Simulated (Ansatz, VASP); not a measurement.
SnTe in VASP and in Ansatz

```
Sn Te
1.0
     0.00000    3.07759    2.99867
     3.07759    0.00000    2.99867
     3.07759    3.07759    0.00000
Sn Te
1 1
Cartesian
  0.0000 0.0000 0.0000
  3.0776 3.0776 2.9987
```

Change from the starting cell: strain -0.025 along x and y, -0.050 along z, atoms carried along.

Alike in both runs: task single point; functional PBEsol; k mesh 10 × 10 × 10; occupations gaussian, width 0.03 eV; no spin polarisation.

```csv
,VASP,Ansatz
version,VASP 6.6.1,Ansatz 0.2.0
potentials or method,"VASP PAW PBE potentials, release 64 (Sn_d, Te), cutoff 500 eV","scalar-relativistic, plane waves, PAW"
valence electrons in the cell,20,30
```

```tsv
	VASP	Ansatz	Ansatz less VASP
gap on the k mesh at the Fermi level (eV)	0.22	0.23	+0.008
least direct gap on the mesh (eV)	0.27	0.28	+0.006
pressure (GPa)	5.3	5.3	+0.02
traceless stress, the component that is largest in VASP (GPa)	3.44	3.43	-0.012
```

VASP's potentials were made for PBE, not for PBEsol. VASP's potentials hold 20 valence electrons a cell and Ansatz's 30, so a difference there can come from the potentials and not from the codes.

Spin-orbit coupling is off throughout.
